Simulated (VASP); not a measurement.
# PbS (Galena) (Fm-3m) in VASP: a series of runs

PbS (Galena) is run at these levels: LDA; tasks: single point.

All numbers are computed with VASP 6.6.1; they aren't measurements. Logs are shortened: lines on timing, memory, paths and dates and some standing lists are left out, and cuts for length are marked.

### 1 The cell of the first run

Symmetry: Fm-3m, No. 225, cubic system. The conventional cell has a = 5.810 Å, b = 5.810 Å, c = 5.810 Å, α = 90.00°, β = 90.00°, γ = 90.00°. Within 3.8 Å of Pb (site symmetry m-3m) lie 6 S at 2.91 Å. Within 3.8 Å of S (site symmetry m-3m) lie 6 Pb at 2.91 Å.

### 2 Single point, LDA

INCAR

```
SYSTEM = PbS
ALGO     = Normal         ! electronic algorithm
EDIFF    = 1E-6           ! SCF threshold, eV
ENCUT    = 500            ! plane-wave cutoff, eV
GGA      = CA             ! functional
GGA_COMPAT= .FALSE.      
ISIF     = 2              ! what is computed and relaxed
ISMEAR   = 0              ! smearing method
LASPH    = .TRUE.         ! aspherical terms in the spheres
LCHARG   = .TRUE.         ! write CHGCAR
LELF     = .TRUE.         ! ELF
LREAL    = .FALSE.        ! projectors in reciprocal space
LVHAR    = .TRUE.       
LWAVE    = .FALSE.        ! write WAVECAR
NBANDS   = 17             ! bands
NELM     = 120            ! most SCF steps
PREC     = Accurate       ! precision mode
SIGMA    = 0.01           ! smearing width, eV
```

KPOINTS

```
k-points
0
G
  5 5 5
  0 0 0
```

POSCAR

```
PbS
1.0
    0.0000000000      2.9052075019      2.9052075019
    2.9052075019      0.0000000000      2.9052075019
    2.9052075019      2.9052075019      0.0000000000
Pb S
1 1
Direct
    0.0000000000      0.0000000000      0.0000000000
    0.5000000000      0.5000000000      0.5000000000
```

Potentials or basis: VASP PAW LDA potentials, release 64 (Pb_d, S).

Run with:

```console
$ cat potpaw_LDA.64/Pb_d/POTCAR potpaw_LDA.64/S/POTCAR > POTCAR
$ mpirun -np 1 vasp_std > vasp.out
```

OUTCAR:

```text
SYSTEM = PbS
   EDIFF = 1E-6
   ENCUT = 500
   GGA = CA
   ISIF = 2
   ISMEAR = 0
   LASPH = .TRUE.
   LREAL = .FALSE.
   NELM = 120
   PREC = Accurate

 ion  position               nearest neighbor table
   1  0.000  0.000  0.000-   2 2.91   2 2.91   2 2.91   2 2.91   2 2.91   2 2.91
   2  0.500  0.500  0.500-   1 2.91   1 2.91   1 2.91   1 2.91   1 2.91   1 2.91

  LATTYP: Found a face centered cubic cell.
 ALAT       =     5.8104150038

  Lattice vectors:

 A1 = (   0.0000000000,   2.9052075019,   2.9052075019)
 A2 = (   2.9052075019,   0.0000000000,   2.9052075019)
 A3 = (   2.9052075019,   2.9052075019,   0.0000000000)

Analysis of symmetry for initial positions (statically):
=====================================================================
 Subroutine PRICEL returns:
 Original cell was already a primitive cell.

 Routine SETGRP: Setting up the symmetry group for a
 face centered cubic supercell.

 Subroutine GETGRP returns: Found 48 space group operations
 (whereof 48 operations were pure point group operations)
 out of a pool of 48 trial point group operations.

The static configuration has the point symmetry O_h .

Analysis of symmetry for dynamics (positions and initial velocities):
=====================================================================
 Subroutine PRICEL returns:
 Original cell was already a primitive cell.

 Routine SETGRP: Setting up the symmetry group for a
 face centered cubic supercell.

 Subroutine GETGRP returns: Found 48 space group operations
 (whereof 48 operations were pure point group operations)
 out of a pool of 48 trial point group operations.

The dynamic configuration has the point symmetry O_h .

 Subroutine INISYM returns: Found 48 space group operations
 (whereof 48 operations are pure point group operations),
 and found     1 'primitive' translations

----------------------------------------------------------------------------------------

                                     Primitive cell

  volume of cell :      49.0412

  direct lattice vectors                    reciprocal lattice vectors
     0.000000000  2.905207502  2.905207502    -0.172104746  0.172104746  0.172104746
     2.905207502  0.000000000  2.905207502     0.172104746 -0.172104746  0.172104746
     2.905207502  2.905207502  0.000000000     0.172104746  0.172104746 -0.172104746

  length of vectors
     4.108583851  4.108583851  4.108583851     0.298094165  0.298094165  0.298094165

  position of ions in fractional coordinates (direct lattice)
     0.000000000  0.000000000  0.000000000
     0.500000000  0.500000000  0.500000000

  ion indices of the primitive-cell ions
   primitive index   ion index
                 1           1
                 2           2

----------------------------------------------------------------------------------------

 KPOINTS: k-points

Automatic generation of k-mesh.
 Grid dimensions read from file:
 generate k-points for:    5    5    5

 Generating k-lattice:

  Cartesian coordinates                     Fractional coordinates (reciprocal lattice)
    -0.034420949  0.034420949  0.034420949     0.200000000  0.000000000  0.000000000
     0.034420949 -0.034420949  0.034420949     0.000000000  0.200000000  0.000000000
     0.034420949  0.034420949 -0.034420949     0.000000000  0.000000000  0.200000000

  Length of vectors
     0.059618833  0.059618833  0.059618833

  Shift w.r.t. Gamma in fractional coordinates (k-lattice)
     0.000000000  0.000000000  0.000000000

 Subroutine IBZKPT returns following result:
 ===========================================

 Found     10 irreducible k-points:

 Following reciprocal coordinates:
            Coordinates               Weight
  0.000000  0.000000  0.000000      1.000000
  0.200000  0.000000  0.000000      8.000000
  0.400000  0.000000  0.000000      8.000000
  0.200000  0.200000  0.000000      6.000000
  0.400000  0.200000  0.000000     24.000000
 -0.400000  0.200000  0.000000     24.000000
 -0.200000  0.200000  0.000000     12.000000
  0.400000  0.400000  0.000000      6.000000
 -0.400000  0.400000  0.000000     12.000000
 -0.400000  0.400000  0.200000     24.000000
   k-points           NKPTS =     10   k-points in BZ     NKDIM =     10   number of bands    NBANDS=     17
   number of dos      NEDOS =    301   number of ions     NIONS =      2
   total plane-waves  NPLWV =  27000
   dimension x,y,z NGX =    30 NGY =   30 NGZ =   30
   dimension x,y,z NGXF=    60 NGYF=   60 NGZF=   60
   ions per type =               1   1
   NGX,Y,Z   is equivalent  to a cutoff of  12.14, 12.14, 12.14 a.u.
   NGXF,Y,Z  is equivalent  to a cutoff of  24.28, 24.28, 24.28 a.u.
 SYSTEM =  PbS
   PREC   = accura    normal or accurate (medium, high low for compatibility)
   ISTART =      0    job   : 0-new  1-cont  2-samecut
   ICHARG =      2    charge: 1-file 2-atom 10-const
   ISPIN  =      1    spin polarized calculation?
   LNONCOLLINEAR =      F non collinear calculations
   LSORBIT =      F    spin-orbit coupling
   LASPH  =      T    aspherical Exc in radial PAW
   ENCUT  =  500.0 eV  36.75 Ry    6.06 a.u.   7.49  7.49  7.49*2*pi/ulx,y,z
   NELM   =    120;   NELMIN=  2; NELMDL= -5     # of ELM steps
   EDIFF  = 0.1E-05   stopping-criterion for ELM
   LREAL  =      F    real-space projection
   EDIFFG = 0.1E-04   stopping-criterion for IOM
   NSW    =      0    number of steps for IOM
   IBRION =     -1    ionic relax: 0-MD 1-quasi-New 2-CG
   NFREE  =      0    steps in history (QN), initial steepest desc. (CG)
   ISIF   =      2    stress and relaxation
   ISYM   =      2    0-nonsym 1-usesym 2-fastsym
   POTIM  = 0.5000    time-step for ionic-motion
   TEBEG  =    0.0;   TEEND  =   0.0 temperature during run
   PSTRESS=    0.0 pullay stress
   NELECT =      20.0000    total number of electrons
   NUPDOWN=      -1.0000    fix difference up-down
   EMIN   =  10.00;   EMAX   =-10.00  energy-range for DOS
   EFERMI =   0.00;   METHOD = LEGACY
   ISMEAR =     0;   SIGMA  =   0.01  broadening in eV -4-tet -1-fermi 0-gaus
   EFERMI_NEDOS =   21; number of points for ismear=-14 and -15
   IALGO  =     38    algorithm
   IMIX   =      4    mixing-type and parameters
     AMIX     =   0.40;   BMIX     =  1.00
     AMIX_MAG =   1.60;   BMIX_MAG =  1.00
  volume/ion in A,a.u.               =      24.52       165.47
  Fermi-wavevector in a.u.,A,eV,Ry     =   1.214034  2.294192 20.053350  1.473880
  Thomas-Fermi vector in A             =   2.349467
   LORBIT       =      0    0 simple, 1 ext, 2 COOP (PROOUT), +10 PAW based schemes
   GGA     = CA    functional components
   LHFCALC =     F    Hartree Fock is set to
   AEXX    =    0.0000 exact exchange contribution
   IVDW    =     0    specifies the selected vdW correction
   LEPSILON=     F    determine dielectric tensor
   LRPA    =     F    only Hartree local field effects (RPA)
 non-spin polarized calculation
 Gauss-broadening in eV      SIGMA  =   0.01
  energy-cutoff  :      500.00
  volume of cell :       49.04
 maximum number of plane-waves:      1263
 NGX is ok and might be reduce to    30
   NGX = 15   NGY = 15   NGZ = 15

 number of electron      19.9999993 magnetization

 Free energy of the ion-electron system (eV)
  ---------------------------------------------------
  ext. energy  EPLUGINS =         0.00000000
  ---------------------------------------------------
  free energy    TOTEN  =       -10.01555287 eV

  energy without entropy =      -10.01555287  energy(sigma->0) =      -10.01555287

 E-fermi :   6.0458     XC(G=0): -10.3184

 val. band max:        5.9677375630   @ k =   0.4000   0.0000   0.0000
 cond. band min:       7.1688383981   @ k =   0.4000   0.0000   0.0000
 fundamental gap:      1.2011008352
 Fermi energy:         6.0457960796

 k-point     1 :       0.0000    0.0000    0.0000
  band No.  band energies     occupation
      1     -10.4653      2.00000
      2     -10.4653      2.00000
      3     -10.4653      2.00000
      4     -10.4592      2.00000
      5     -10.4592      2.00000
      6      -7.7210      2.00000
[... 9 lines left out ...]
     16      12.9265      0.00000
     17      14.6878      0.00000

 k-point     2 :       0.2000    0.0000    0.0000
  band No.  band energies     occupation
      1     -10.4746      2.00000
      2     -10.4746      2.00000
      3     -10.4641      2.00000
      4     -10.4436      2.00000
      5     -10.4436      2.00000
      6      -7.3467      2.00000
[... 9 lines left out ...]
     16      13.8011      0.00000
     17      17.3918      0.00000

 k-point     3 :       0.4000    0.0000    0.0000
  band No.  band energies     occupation
      1     -10.4973      2.00000
      2     -10.4973      2.00000
      3     -10.4638      2.00000
      4     -10.4103      2.00000
      5     -10.4103      2.00000
      6      -6.4861      2.00000
[... 9 lines left out ...]
     16      15.7300      0.00000
     17      17.9925      0.00000

 k-point     4 :       0.2000    0.2000    0.0000
  band No.  band energies     occupation
      1     -10.5093      2.00000
      2     -10.4772      2.00000
      3     -10.4476      2.00000
      4     -10.4389      2.00000
      5     -10.4389      2.00000
      6      -7.2025      2.00000
[... 9 lines left out ...]
     16      15.5000      0.00000
     17      15.9741      0.00000

 k-point     5 :       0.4000    0.2000    0.0000
  band No.  band energies     occupation
      1     -10.5534      2.00000
      2     -10.4725      2.00000
      3     -10.4622      2.00000
      4     -10.4218      2.00000
      5     -10.4054      2.00000
      6      -6.4563      2.00000
[... 9 lines left out ...]
     16      16.7601      0.00000
     17      18.0256      0.00000

 k-point     6 :      -0.4000    0.2000    0.0000
  band No.  band energies     occupation
      1     -10.5448      2.00000
      2     -10.4812      2.00000
      3     -10.4507      2.00000
      4     -10.4242      2.00000
      5     -10.4068      2.00000
      6      -6.0463      2.00000
[... 9 lines left out ...]
     16      15.7084      0.00000
     17      18.2092      0.00000

 k-point     7 :      -0.2000    0.2000    0.0000
  band No.  band energies     occupation
      1     -10.4984      2.00000
      2     -10.4834      2.00000
      3     -10.4579      2.00000
      4     -10.4359      2.00000
      5     -10.4245      2.00000
      6      -6.7711      2.00000
[... 9 lines left out ...]
     16      16.3060      0.00000
     17      16.7002      0.00000

 k-point     8 :       0.4000    0.4000    0.0000
  band No.  band energies     occupation
      1     -10.6459      2.00000
      2     -10.4966      2.00000
      3     -10.4289      2.00000
      4     -10.3936      2.00000
      5     -10.3936      2.00000
      6      -5.9913      2.00000
[... 9 lines left out ...]
     16      18.5349      0.00000
     17      18.5432      0.00000

 k-point     9 :      -0.4000    0.4000    0.0000
  band No.  band energies     occupation
      1     -10.6367      2.00000
      2     -10.4805      2.00000
      3     -10.4428      2.00000
      4     -10.4012      2.00000
      5     -10.3925      2.00000
      6      -5.7085      2.00000
[... 9 lines left out ...]
     16      17.8588      0.00000
     17      18.9887      0.00000

 k-point    10 :      -0.4000    0.4000    0.2000
  band No.  band energies     occupation
      1     -10.5969      2.00000
      2     -10.4619      2.00000
      3     -10.4607      2.00000
      4     -10.4238      2.00000
      5     -10.3941      2.00000
      6      -5.8525      2.00000
[... 9 lines left out ...]
     16      17.9878      0.00000
     17      18.2547      0.00000

------------------------ aborting loop because EDIFF is reached ----------------------------------------

  FORCE on cell =-STRESS in cart. coord.  units (eV):
  Direction    XX          YY          ZZ          XY          YZ          ZX
  --------------------------------------------------------------------------------------
  -------------------------------------------------------------------------------------
  Total        0.2932845      0.2932845      0.2932845      0.0000000      0.0000000     -0.0000000
  in kB        9.5816046      9.5816046      9.5816046      0.0000000      0.0000000     -0.0000000
  external PRESSURE =       9.5816046 kB  Pullay stress =       0.0000000 kB

 VOLUME and BASIS-vectors are now :
 -----------------------------------------------------------------------------
  energy-cutoff  :      500.00
  volume of cell :       49.04
      direct lattice vectors                 reciprocal lattice vectors
     0.000000000  2.905207502  2.905207502    -0.172104746  0.172104746  0.172104746
     2.905207502  0.000000000  2.905207502     0.172104746 -0.172104746  0.172104746
     2.905207502  2.905207502  0.000000000     0.172104746  0.172104746 -0.172104746

 POSITION                                       TOTAL-FORCE (eV/Angst)
 -----------------------------------------------------------------------------------
      0.00000      0.00000      0.00000         0.000000     -0.000000      0.000000
      2.90521      2.90521      2.90521        -0.000000      0.000000     -0.000000
 -----------------------------------------------------------------------------------
    total drift:                               -0.000000      0.000000      0.000000

  FREE ENERGIE OF THE ION-ELECTRON SYSTEM (eV)
  ---------------------------------------------------
  free  energy   TOTEN  =       -10.0155528719 eV

  energy  without entropy=      -10.0155528719  energy(sigma->0) =      -10.01555287
```

Run time: 6.6 s. Hardware: 1 thread of Intel Xeon Platinum 8559C (Emerald Rapids), shared host; peak memory 0.14 GiB.

Results:

| Quantity | Value |
| --- | --- |
| Free energy | -10.0156 eV |
| Pressure | 1.0 GPa |

Levels at points of the mesh, in eV from the Fermi level:
```tsv
k point	band 8	band 9	band 10	band 11	band 12	band 13
(0.00, 0.00, 0.00)	-2.09	-2.09	-2.09	5.65	5.65	5.65
```

Caveat: this odd mesh misses L, where the gap lies, so gap, dielectric constants and Born charges aren't listed; spin-orbit coupling is left out, which moves the levels of the heavy elements.

### 3 Single point, LDA

This run uses another cell than the first one, of 25.30 Å³/atom, 1.032 times its volume.

INCAR

```
PREC = Accurate
ENCUT = 500
EDIFF = 1E-6
ISMEAR = 0
SIGMA = 0.01
LREAL = False
LASPH = True
NELM = 120
ALGO = Normal
ISIF = 2
LWAVE = False
LCHARG = False
NBANDS = 17
GGA_COMPAT = False
```

KPOINTS

```
regular mesh
0
Gamma
  5 5 5
```

POSCAR

```
PbS
1.0
    0.0000000000      2.9357908810      2.9357908810
    2.9357908810      0.0000000000      2.9357908810
    2.9357908810      2.9357908810      0.0000000000
Pb S
1 1
Direct
    0.0000000000      0.0000000000      0.0000000000
    0.5000000000      0.5000000000      0.5000000000
```

Potentials or basis: VASP PAW LDA potentials, release 64 (Pb_d, S).

Run with:

```console
$ cat potpaw_LDA.64/Pb_d/POTCAR potpaw_LDA.64/S/POTCAR > POTCAR
$ mpirun -np 1 vasp_std > vasp.out
```

Run time: 6.1 s. Hardware: 1 thread of Intel Xeon Platinum 8559C (Emerald Rapids), shared host; peak memory 0.14 GiB.

It converged, with:

| Property | Result |
| --- | --- |
| Free energy | -10.0156 eV |
| Pressure | -1.1 GPa |

Levels at points of the mesh, in eV from the Fermi level:
| k point | band 6 | band 7 | band 8 | band 9 | band 10 | band 11 | band 12 | band 13 | band 14 | band 15 |
| --- | --- | --- | --- | --- | --- | --- | --- | --- | --- | --- |
| (0.00, 0.00, 0.00) | -13.47 | -5.64 | -1.94 | -1.94 | -1.94 | 5.55 | 5.55 | 5.55 | 6.95 | 6.95 |

Caveat: this odd mesh misses L, where the gap lies, so gap, dielectric constants and Born charges aren't listed; spin-orbit coupling is left out, which moves the levels of the heavy elements.

### 4 Single point, LDA

This run uses another cell than the first one, of 26.09 Å³/atom, 1.064 times its volume.

INCAR

```
SYSTEM = PbS
  PREC = Accurate
  ENCUT = 500
  EDIFF = 1E-6
  ISMEAR = 0
  SIGMA = 0.01
  LREAL = .FALSE.
  LASPH = .TRUE.
  NELM = 120
  ALGO = Normal
  ISIF = 2
  LWAVE = .FALSE.
  LCHARG = .FALSE.
  NBANDS = 17
  GGA_COMPAT = .FALSE.
```

KPOINTS

```
Automatic mesh
0
G
  5 5 5
  0 0 0
```

POSCAR

```
PbS
1.0
    0.0000000000      2.9657500000      2.9657500000
    2.9657500000      0.0000000000      2.9657500000
    2.9657500000      2.9657500000      0.0000000000
Pb S
1 1
Direct
    0.0000000000      0.0000000000      0.0000000000
    0.5000000000      0.5000000000      0.5000000000
```

Run with:

```console
$ cat potpaw_LDA.64/Pb_d/POTCAR potpaw_LDA.64/S/POTCAR > POTCAR
$ mpirun -np 1 vasp_std > vasp.out
```

Wall time 5.5 s (1 thread of Intel Xeon Platinum 8559C (Emerald Rapids), shared host); peak memory 0.15 GiB.

The run converged. Its results:

| Item | Value |
| --- | --- |
| Free energy | -9.9974 eV |
| Pressure | -2.8 GPa |

Levels at points of the mesh, in eV from the Fermi level:
```
           k point  band 6  band 7  band 8  band 9  band 10  band 11  band 12  band 13  band 14  band 15
(0.00, 0.00, 0.00)  -13.19   -5.70   -1.78   -1.78    -1.78     5.46     5.46     5.46     7.03     7.03
```

Caveat: this odd mesh misses L, where the gap lies, so gap, dielectric constants and Born charges aren't listed; spin-orbit coupling is left out, which moves the levels of the heavy elements.

### 5 Single point, LDA

This run uses another cell than the first one, of 26.87 Å³/atom, 1.096 times its volume.

INCAR

```
SYSTEM = PbS
PREC = Accurate
ENCUT = 500
EDIFF = 1E-6
ISMEAR = 0
SIGMA = 0.01
LREAL = .FALSE.
LASPH = .TRUE.
NELM = 120
ALGO = Normal
ISIF = 2
LWAVE = .FALSE.
LCHARG = .TRUE.
GGA = CA
LELF = .TRUE.
LVHAR = .TRUE.
NBANDS = 17
GGA_COMPAT = .FALSE.
```

KPOINTS

```
regular mesh
0
G
  5 5 5
  0 0 0
```

POSCAR

```
PbS
1.0
    0.0000000000      2.9951157712      2.9951157712
    2.9951157712      0.0000000000      2.9951157712
    2.9951157712      2.9951157712      0.0000000000
Pb S
1 1
Direct
    0.0000000000      0.0000000000      0.0000000000
    0.5000000000      0.5000000000      0.5000000000
```

Run with:

```console
$ cat potpaw_LDA.64/Pb_d/POTCAR potpaw_LDA.64/S/POTCAR > POTCAR
$ mpirun -np 1 vasp_std > vasp.out
```

Wall time 5.7 s (1 thread of Intel Xeon Platinum 8559C (Emerald Rapids), shared host); peak memory 0.15 GiB.

Results (log left out):

- Free energy: -9.9637 eV
- Pressure: -4.2 GPa

Levels at points of the mesh, in eV from the Fermi level:
```
           k point  band 6  band 7  band 8  band 9  band 10  band 11  band 12  band 13  band 14  band 15
(0.00, 0.00, 0.00)  -12.95   -5.77   -1.66   -1.66    -1.66     5.35     5.35     5.35     7.08     7.08
```

Caveat: this odd mesh misses L, where the gap lies, so gap, dielectric constants and Born charges aren't listed; spin-orbit coupling is left out, which moves the levels of the heavy elements.

(Continued in part 2 of 2.)
